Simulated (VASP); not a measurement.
# Ir2Ru (P6_3/mmc) in VASP: notebook

The runs below take Ir2Ru through relaxation of cell and atoms, single point, with PBE.

All numbers are computed with VASP 6.6.1; they aren't measurements. Logs are shortened: lines on timing, memory, paths and dates and some standing lists are left out, and cuts for length are marked.

### 1 The cell of the first run

The structure is hexagonal, space group P6_3/mmc (No. 194). Conventional cell: a = 2.574 Å, b = 2.574 Å, c = 14.565 Å, α = 90.00°, β = 90.00°, γ = 120.00°. Within 3.4 Å of Ru (site symmetry -6m2) lie 6 Ru at 2.57 Å and 6 Ir at 2.85 Å. Ir (site symmetry 3m) has 9 Ir at 2.57 to 2.85 Å and 3 Ru at 2.85 Å within 3.4 Å.

### 2 Relaxation of cell and atoms, PBE

File INCAR:

```
SYSTEM = Ir2Ru
ALGO = Fast
EDIFF = 1E-7
EDIFFG = -0.04
ENCUT = 600
GGA = PE
IBRION = 2
ISIF = 3
ISMEAR = 0
LASPH = .TRUE.
LCHARG = .FALSE.
LREAL = .FALSE.
LWAVE = .FALSE.
NELM = 100
NSW = 90
PREC = Accurate
SIGMA = 0.1
```

File KPOINTS:

```
k-points
0
G
  6 6 2
  0 0 0
```

File POSCAR:

```
Ir2Ru
1.0
    2.5744987700      0.0000000000      0.0000000000
   -1.2872493800      2.2295813300      0.0000000000
    0.0000000000      0.0000000000     14.5652086700
Ru Ir
2 4
Direct
    0.3333333300      0.6666666700      0.7500000000
    0.6666666700      0.3333333300      0.2500000000
    0.3333333300      0.6666666700      0.0833333300
    0.3333333300      0.6666666700      0.4166666700
    0.6666666700      0.3333333300      0.9166666700
    0.6666666700      0.3333333300      0.5833333300
```

Potentials or basis: VASP PAW PBE potentials, release 64 (Ru_pv, Ir).

The run is started by

```console
cat potpaw_PBE.64/Ru_pv/POTCAR potpaw_PBE.64/Ir/POTCAR > POTCAR
mpirun -np 1 vasp_std > vasp.out
```

OUTCAR:

```text
SYSTEM = Ir2Ru
   EDIFF = 1E-7
   EDIFFG = -0.04
   ENCUT = 600
   GGA = PE
   IBRION = 2
   ISIF = 3
   ISMEAR = 0
   LASPH = .TRUE.
   LREAL = .FALSE.
   NELM = 100
   NSW = 90
   PREC = Accurate

 ion  position               nearest neighbor table
   1  0.333  0.667  0.750-   5 2.85   6 2.85   5 2.85   6 2.85   5 2.85   6 2.85
   2  0.667  0.333  0.250-   3 2.85   4 2.85   3 2.85   4 2.85   3 2.85   4 2.85
   3  0.333  0.667  0.083-   5 2.85   5 2.85   5 2.85   2 2.85   2 2.85   2 2.85
   4  0.333  0.667  0.417-   6 2.85   6 2.85   6 2.85   2 2.85   2 2.85   2 2.85
   5  0.667  0.333  0.917-   3 2.85   3 2.85   3 2.85   1 2.85   1 2.85   1 2.85
   6  0.667  0.333  0.583-   4 2.85   4 2.85   4 2.85   1 2.85   1 2.85   1 2.85

  LATTYP: Found a hexagonal cell.
 ALAT       =     2.5744987700
 C/A-ratio  =     5.6574929612

  Lattice vectors:

 A1 = (   2.5744987700,   0.0000000000,   0.0000000000)
 A2 = (  -1.2872493800,   2.2295813300,   0.0000000000)
 A3 = (   0.0000000000,   0.0000000000,  14.5652086700)

Analysis of symmetry for initial positions (statically):
=====================================================================
 Subroutine PRICEL returns:
 Original cell was already a primitive cell.

 Routine SETGRP: Setting up the symmetry group for a
 hexagonal supercell.

 Subroutine GETGRP returns: Found 24 space group operations
 (whereof 12 operations were pure point group operations)
 out of a pool of 24 trial point group operations.

The static configuration has the point symmetry D_3d.
 The point group associated with its full space group is D_6h.

Analysis of symmetry for dynamics (positions and initial velocities):
=====================================================================
 Subroutine PRICEL returns:
 Original cell was already a primitive cell.

 Routine SETGRP: Setting up the symmetry group for a
 hexagonal supercell.

 Subroutine GETGRP returns: Found 24 space group operations
 (whereof 12 operations were pure point group operations)
 out of a pool of 24 trial point group operations.

The dynamic configuration has the point symmetry D_3d.
 The point group associated with its full space group is D_6h.

 Subroutine INISYM returns: Found 24 space group operations
 (whereof 12 operations are pure point group operations),
 and found     1 'primitive' translations

----------------------------------------------------------------------------------------

                                     Primitive cell

  volume of cell :      83.6051

  direct lattice vectors                    reciprocal lattice vectors
     2.574498770  0.000000000  0.000000000     0.388425122  0.224257349  0.000000000
    -1.287249380  2.229581330  0.000000000     0.000000000  0.448514699  0.000000000
     0.000000000  0.000000000 14.565208670     0.000000000  0.000000000  0.068656758

  length of vectors
     2.574498770  2.574498762 14.565208670     0.448514698  0.448514699  0.068656758

  position of ions in fractional coordinates (direct lattice)
     0.333333330  0.666666670  0.750000000
     0.666666670  0.333333330  0.250000000
     0.333333330  0.666666670  0.083333330
     0.333333330  0.666666670  0.416666670
     0.666666670  0.333333330  0.916666670
     0.666666670  0.333333330  0.583333330

  ion indices of the primitive-cell ions
   primitive index   ion index
                 1           1
                 2           2
                 3           3
                 4           4
                 5           5
                 6           6

----------------------------------------------------------------------------------------

 KPOINTS: k-points

Automatic generation of k-mesh.
 Grid dimensions read from file:
 generate k-points for:    6    6    2

 Generating k-lattice:

  Cartesian coordinates                     Fractional coordinates (reciprocal lattice)
     0.064737520  0.037376225  0.000000000     0.166666667  0.000000000  0.000000000
     0.000000000  0.074752450  0.000000000     0.000000000  0.166666667  0.000000000
     0.000000000  0.000000000  0.034328379     0.000000000  0.000000000  0.500000000

  Length of vectors
     0.074752450  0.074752450  0.034328379

  Shift w.r.t. Gamma in fractional coordinates (k-lattice)
     0.000000000  0.000000000  0.000000000

 Subroutine IBZKPT returns following result:
 ===========================================

 Found     14 irreducible k-points:

 Following reciprocal coordinates:
            Coordinates               Weight
  0.000000  0.000000  0.000000      1.000000
  0.166667  0.000000  0.000000      6.000000
  0.333333  0.000000  0.000000      6.000000
  0.500000  0.000000  0.000000      3.000000
  0.166667  0.166667  0.000000      6.000000
  0.333333  0.166667  0.000000     12.000000
  0.333333  0.333333  0.000000      2.000000
  0.000000  0.000000  0.500000      1.000000
  0.166667  0.000000  0.500000      6.000000
  0.333333  0.000000  0.500000      6.000000
[... 51 lines left out ...]
   LEPSILON=     F    determine dielectric tensor
   LRPA    =     F    only Hartree local field effects (RPA)
 conjugate gradient relaxation of ions
 non-spin polarized calculation
 RMM-DIIS sequential band-by-band and
 Gauss-broadening in eV      SIGMA  =   0.10
  energy-cutoff  :      600.00
  volume of cell :       83.61
 maximum number of plane-waves:      2808
 NGX is ok and might be reduce to    24
   NGX = 11   NGY = 11   NGZ = 59

--------------------------------------- Ionic step        1  -------------------------------------------

 number of electron      64.0000000 magnetization

 Free energy of the ion-electron system (eV)
  ---------------------------------------------------
  ext. energy  EPLUGINS =         0.00000000
  ---------------------------------------------------
  free energy    TOTEN  =       -51.38444989 eV

  energy without entropy =      -51.33965136  energy(sigma->0) =      -51.36205063

------------------------ aborting loop because EDIFF is reached ----------------------------------------

  FORCE on cell =-STRESS in cart. coord.  units (eV):
  Direction    XX          YY          ZZ          XY          YZ          ZX
  --------------------------------------------------------------------------------------
  -------------------------------------------------------------------------------------
  Total       22.8914592     22.8914590    -11.0813553      0.0000001      0.0000000      0.0000000
  in kB      438.6835415    438.6835388   -212.3590350      0.0000010      0.0000000      0.0000000
  external PRESSURE =     221.6693484 kB  Pullay stress =       0.0000000 kB
[... 27 lines left out ...]
--------------------------------------- Ionic step        2  -------------------------------------------

 number of electron      64.0000006 magnetization

------------------------ aborting loop EDIFF was not reached (unconverged)  ----------------------------

  FORCE on cell =-STRESS in cart. coord.  units (eV):
  Direction    XX          YY          ZZ          XY          YZ          ZX
  --------------------------------------------------------------------------------------
  -------------------------------------------------------------------------------------
  Total      -27.6532724    -27.6532722    -21.0442479     -0.0000001      0.0000000      0.0000000
  in kB     -414.9613633   -414.9613599   -315.7872119     -0.0000012      0.0000000      0.0000000
  external PRESSURE =    -381.9033117 kB  Pullay stress =       0.0000000 kB
[... 27 lines left out ...]
--------------------------------------- Ionic step        3  -------------------------------------------

 number of electron      63.9999998 magnetization

 E-fermi :   9.6647     XC(G=0): -13.4646

 val. band max:        9.6516707839   @ k =   0.1667   0.1667   0.0000
 cond. band min:       9.6649167442   @ k =   0.3333   0.0000   0.5000
 fundamental gap:      0.0132459603
 Fermi energy:         9.6647219326

 k-point     1 :       0.0000    0.0000    0.0000
  band No.  band energies     occupation
      1     -33.4809      2.00000
      2     -33.4808      2.00000
      3     -33.1159      2.00000
      4     -33.1159      2.00000
      5     -33.1159      2.00000
      6     -33.1159      2.00000
[... 563 lines left out ...]
     37      14.8189      0.00000
     38      14.8189      0.00000

------------------------ aborting loop EDIFF was not reached (unconverged)  ----------------------------

  FORCE on cell =-STRESS in cart. coord.  units (eV):
  Direction    XX          YY          ZZ          XY          YZ          ZX
  --------------------------------------------------------------------------------------
  -------------------------------------------------------------------------------------
  Total       -5.1875139     -5.1875138    -17.7017827     -0.0000000     -0.0000000      0.0000000
  in kB      -90.3246048    -90.3246042   -308.2221213     -0.0000002     -0.0000000      0.0000000
  external PRESSURE =    -162.9571101 kB  Pullay stress =       0.0000000 kB
[... 21 lines left out ...]
  FREE ENERGIE OF THE ION-ELECTRON SYSTEM (eV)
  ---------------------------------------------------
  free  energy   TOTEN  =       -52.4093354186 eV

  energy  without entropy=      -52.3452624753  energy(sigma->0) =      -52.37729895

[... ionic steps 4 to 11 ...]

--------------------------------------- Ionic step       12  -------------------------------------------

 number of electron      64.0000003 magnetization

------------------------ aborting loop because EDIFF is reached ----------------------------------------
[... 75 lines left out ...]
--------------------------------------- Ionic step       14  -------------------------------------------

 number of electron      64.0000005 magnetization

 Free energy of the ion-electron system (eV)
  ---------------------------------------------------
  ext. energy  EPLUGINS =         0.00000000
  ---------------------------------------------------
  free energy    TOTEN  =       -53.74551176 eV

  energy without entropy =      -53.70203139  energy(sigma->0) =      -53.72377157

 E-fermi :  10.7367     XC(G=0): -13.8638

 val. band max:       10.7292277613   @ k =   0.1667   0.1667   0.0000
 cond. band min:      10.7394616360   @ k =   0.3333   0.1667   0.0000
 fundamental gap:      0.0102338748
 Fermi energy:        10.7366811256

 k-point     1 :       0.0000    0.0000    0.0000
  band No.  band energies     occupation
      1     -32.6022      2.00000
      2     -32.6019      2.00000
      3     -32.1682      2.00000
      4     -32.1682      2.00000
      5     -32.1681      2.00000
      6     -32.1681      2.00000
[... 596 lines left out ...]
  FREE ENERGIE OF THE ION-ELECTRON SYSTEM (eV)
  ---------------------------------------------------
  free  energy   TOTEN  =       -53.7455117563 eV

  energy  without entropy=      -53.7020313931  energy(sigma->0) =      -53.72377157

 reached required accuracy - stopping structural energy minimisation
```

Wall time 34 min (1 thread of Intel Xeon Platinum 8259CL at 2.50GHz (Skylake/Cascade Lake), shared host); peak memory 0.29 GiB.

Results:

```
Free energy                           : -53.7455 eV
Relaxed volume                        : 14.34 Å³/atom
Relaxed cell                          : a = 2.766 Å, b = 2.766 Å, c = 12.984 Å, α = 90.00°, β = 90.00°, γ = 120.00°
Space group after relaxing (to 0.1 Å) : P6_3/mmc (No. 194)
Energy gained by relaxing             : 393.5 meV/atom
Ionic steps                           : 14
Pressure after relaxing               : 0.0 GPa
Largest force after relaxing          : 0.005 eV/Å
```

Forces in eV/Å, atoms in the order of the input:
```
Ru   0.000  0.000  0.000
Ru   0.000  0.000  0.000
Ir   0.000  0.000 -0.005
Ir   0.000  0.000  0.005
Ir   0.000  0.000  0.005
Ir   0.000  0.000 -0.005
```

Stress tensor (GPa, compression positive):
```
-0.04  0.00  0.00
 0.00 -0.04  0.00
 0.00  0.00  0.15
```

Step by step:
```tsv
step	energy change (eV)	largest force (eV/Å)	pressure (GPa)	volume (Å³)
1	0.0000	0.5518	22.17	83.61
2	1.6277	0.0858	-38.19	106.77
3	-1.0249	0.2949	-16.30	92.02
4	-0.3490	0.1125	31.49	81.13
5	-2.0452	0.3053	-4.70	87.45
6	-2.3367	0.4376	-2.83	86.77
7	-2.3382	0.4103	0.36	86.00
8	-2.3433	0.4238	-1.23	86.37
9	-2.3430	0.4197	-0.75	86.26
10	-2.3573	0.0389	2.09	85.51
11	-2.3582	0.1109	1.51	85.65
12	-2.3550	0.0789	-2.38	86.68
13	-2.3609	0.0294	-0.09	86.06
14	-2.3611	0.0048	0.02	86.04
```

Final structure:
```cif
data_structure
_symmetry_space_group_name_H-M 'P 1'
_symmetry_Int_Tables_number 1
_cell_length_a 2.7662
_cell_length_b 2.7662
_cell_length_c 12.9844
_cell_angle_alpha 90.000
_cell_angle_beta 90.000
_cell_angle_gamma 120.000
_cell_volume 86.04
loop_
_atom_site_label
_atom_site_type_symbol
_atom_site_fract_x
_atom_site_fract_y
_atom_site_fract_z
_atom_site_occupancy
Ru1 Ru 0.33333 0.66667 0.75000 1
Ru2 Ru 0.66667 0.33333 0.25000 1
Ir1 Ir 0.33333 0.66667 0.08594 1
Ir2 Ir 0.33333 0.66667 0.41406 1
Ir3 Ir 0.66667 0.33333 0.91406 1
Ir4 Ir 0.66667 0.33333 0.58594 1
```

Levels at points of the mesh, in eV from the Fermi level:
| k point | band 29 | band 30 | band 31 | band 32 | band 33 | band 34 | band 35 | band 36 | band 37 | band 38 |
| --- | --- | --- | --- | --- | --- | --- | --- | --- | --- | --- |
| (0.00, 0.00, 0.00) | -2.40 | -2.16 | -2.16 | -0.90 | -0.90 | -0.84 | -0.84 | 0.27 | 0.37 | 0.59 |
| (0.50, 0.00, 0.00) | 0.74 | 0.82 | 1.01 | 1.03 | 1.14 | 1.25 | 1.30 | 1.37 | 1.42 | 1.50 |
| (0.00, 0.00, 0.50) | -1.71 | -1.71 | -1.71 | -1.71 | -0.79 | -0.79 | -0.06 | -0.06 | -0.06 | -0.06 |
| (0.50, 0.00, 0.50) | 0.65 | 0.65 | 1.05 | 1.05 | 1.11 | 1.11 | 1.28 | 1.28 | 2.39 | 2.39 |

Caveat: the k points lie up to 0.44 Å⁻¹ apart in the final cell; the highest band is partly filled, so the run has too few bands; spin-orbit coupling is left out, which moves the levels of the heavy elements.

### 3 Single point, PBE, collinear spin, ferromagnetic start

This run uses another cell than the first one, of 14.33 Å³/atom.

File INCAR:

```
SYSTEM = Ir2Ru
PREC = Accurate ; ENCUT = 520
EDIFF = 1E-6 ; ISMEAR = 0
SIGMA = 0.1 ; LREAL = .FALSE.
LASPH = .TRUE. ; NELM = 150
ALGO = Normal ; ISIF = 2
LWAVE = .FALSE. ; LCHARG = .TRUE.
ISPIN = 2 ; MAGMOM = 1 1 1 1 1 1
LORBIT = 11 ; LMAXMIX = 4
GGA = PE ; LELF = .TRUE.
LVHAR = .TRUE. ; NBANDS = 45
```

File KPOINTS:

```
regular mesh
0
G
  6 6 2
  0 0 0
```

File POSCAR:

```
Ir2Ru
1.0
    2.7657789986      0.0000000000      0.0000000000
   -1.3828894993      2.3952348741      0.0000000000
    0.0000000000      0.0000000000     12.9753144688
Ru Ir
2 4
Direct
    0.3333333333      0.6666666667      0.7500000000
    0.6666666667      0.3333333333      0.2500000000
    0.3333333333      0.6666666667      0.0858776630
    0.3333333333      0.6666666667      0.4141223370
    0.6666666667      0.3333333333      0.9141223370
    0.6666666667      0.3333333333      0.5858776630
```

Potentials or basis: VASP PAW PBE potentials, release 64 (Ru_pv, Ir).

The run is started by

```console
cat potpaw_PBE.64/Ru_pv/POTCAR potpaw_PBE.64/Ir/POTCAR > POTCAR
mpirun -np 1 vasp_std > vasp.out
```

Wall time 2.7 min (1 thread of Intel Xeon Platinum 8259CL at 2.50GHz (Skylake/Cascade Lake), shared host); peak memory 0.3 GiB.

Results (log left out):

| Quantity | Value |
| --- | --- |
| Free energy | -53.7469 eV |
| Pressure | 0.3 GPa |
| Largest force | 0.012 eV/Å |
| Band gap on the k mesh | zero (filled and empty bands overlap) |
| Net moment | 0.00 μB per cell |
| Valence electrons inside the program's atomic spheres | Ru 12.60; Ir 8.33 |

Forces in eV/Å, atoms in the order of the input:
```
Ru   0.000  0.000  0.000
Ru   0.000  0.000  0.000
Ir   0.000  0.000  0.012
Ir   0.000  0.000 -0.012
Ir   0.000  0.000 -0.012
Ir   0.000  0.000  0.012
```

Stress tensor (GPa, compression positive):
```
0.19 0.00 0.00
0.00 0.19 0.00
0.00 0.00 0.61
```

Levels at points of the mesh, in eV from the Fermi level:
Spin up:
```tsv
k point	band 30	band 31	band 32	band 33	band 34	band 35	band 36	band 37
(0.00, 0.00, 0.00)	-2.17	-2.17	-0.90	-0.90	-0.84	-0.84	0.27	0.37
(0.50, 0.00, 0.00)	0.81	1.01	1.02	1.14	1.25	1.30	1.37	1.42
(0.00, 0.00, 0.50)	-1.71	-1.71	-1.71	-0.79	-0.79	-0.06	-0.06	-0.06
(0.50, 0.00, 0.50)	0.64	1.05	1.05	1.11	1.11	1.28	1.28	2.39
```
Spin down:
| k point | band 29 | band 30 | band 31 | band 32 | band 33 | band 34 | band 35 | band 36 | band 37 | band 38 |
| --- | --- | --- | --- | --- | --- | --- | --- | --- | --- | --- |
| (0.00, 0.00, 0.00) | -2.40 | -2.17 | -2.17 | -0.90 | -0.90 | -0.84 | -0.84 | 0.27 | 0.37 | 0.37 |
| (0.50, 0.00, 0.00) | 0.75 | 0.81 | 1.01 | 1.02 | 1.14 | 1.25 | 1.30 | 1.37 | 1.42 | 1.50 |
| (0.00, 0.00, 0.50) | -1.71 | -1.71 | -1.71 | -1.71 | -0.79 | -0.79 | -0.06 | -0.06 | -0.06 | -0.06 |
| (0.50, 0.00, 0.50) | 0.64 | 0.64 | 1.05 | 1.05 | 1.11 | 1.11 | 1.28 | 1.28 | 2.39 | 2.39 |

Caveat: the k points lie up to 0.44 Å⁻¹ apart, too coarse for converged energies and pressures of a metal; spin-orbit coupling is left out, which moves the levels of the heavy elements.

### 4 Single point, PBE

This run uses another cell than the first one, of 14.28 Å³/atom.

File INCAR:

```
ALGO = Fast
EDIFF = 1E-6
ENCUT = 520
GGA = PE
ISIF = 2
ISMEAR = 0
LASPH = T
LCHARG = F
LREAL = F
LWAVE = F
NBANDS = 41
NELM = 100
PREC = Accurate
SIGMA = 0.1
```

File KPOINTS:

```
k-points
0
Gamma
  18 18 4
```

File POSCAR:

```
Ir2Ru
1.0
    2.7417852076      0.0000000000      0.0000000000
   -1.3708926038      2.3744556415      0.0000000000
    0.0000000000      0.0000000000     13.1584830554
Ru Ir
2 4
Direct
    0.3333333333      0.6666666667      0.7500000000
    0.6666666667      0.3333333333      0.2500000000
    0.3333333333      0.6666666667      0.0859018060
    0.3333333333      0.6666666667      0.4140981940
    0.6666666667      0.3333333333      0.9140981940
    0.6666666667      0.3333333333      0.5859018060
```

The run is started by

```console
cat potpaw_PBE.64/Ru_pv/POTCAR potpaw_PBE.64/Ir/POTCAR > POTCAR
mpirun -np 1 vasp_std > vasp.out
```

Wall time 7.5 min (1 thread of Intel Xeon Platinum 8259CL at 2.50GHz (Skylake/Cascade Lake), shared host); peak memory 0.42 GiB.

The run converged. Its results:

```yaml
Free_energy: -53.9386 eV
Pressure: 0.3 GPa
Largest_force: 0.020 eV/Å
Band_gap_on_the_k_mesh: zero (bands 32 and 33 overlap by 2.65 eV)
```

Forces on the atoms (eV/Å):
```
Ru   0.000  0.000  0.000
Ru   0.000  0.000  0.000
Ir   0.000  0.000  0.020
Ir   0.000  0.000 -0.020
Ir   0.000  0.000 -0.020
Ir   0.000  0.000  0.020
```

Levels at points of the mesh, in eV from the Fermi level:
```csv
k point,band 29,band 30,band 31,band 32,band 33,band 34
"(0.00, 0.00, 0.00)",-2.64,-2.12,-2.12,-0.98,-0.98,-0.94
"(0.50, 0.00, 0.00)",0.64,0.77,0.92,0.96,1.02,1.23
"(0.00, 0.00, 0.50)",-1.73,-1.73,-1.73,-1.73,-1.10,-1.10
"(0.50, 0.00, 0.50)",0.56,0.56,0.94,0.94,1.01,1.01
```

Caveat: spin-orbit coupling is left out, which moves the levels of the heavy elements.

### 5 The runs side by side

| task | spin | cell | k mesh | cutoff (eV) | gap on the mesh (eV) | pressure (GPa) | largest force (eV/Å) |
| --- | --- | --- | --- | --- | --- | --- | --- |
| relaxation of cell and atoms | off | relaxed from a = 2.574, b = 2.574, c = 14.565 Å, angles 90.0, 90.0, 120.0°, 6 atoms, atomic positions A | 6 × 6 × 2 | 600 | - | 0.0 | - |
| single point | collinear, ferromagnetic start | a = 2.766, b = 2.766, c = 12.975 Å, angles 90.0, 90.0, 120.0°, 6 atoms, atomic positions B | 6 × 6 × 2 | 520 | none | 0.3 | 0.01 |
| single point | off | a = 2.742, b = 2.742, c = 13.158 Å, angles 90.0, 90.0, 120.0°, 6 atoms, atomic positions B | 18 × 18 × 4 | 520 | none | 0.3 | 0.02 |

Alike in all rows: level PBE; potentials or basis VASP PAW PBE potentials, release 64 (Ru_pv, Ir); smearing gaussian 0.1 eV.

Caveats: some runs use coarse meshes; spin-orbit coupling is left out, which moves the levels of the heavy elements; the highest band is partly filled, so the run has too few bands (at least some runs).

Absolute energies hang on the potentials; compare differences alone.
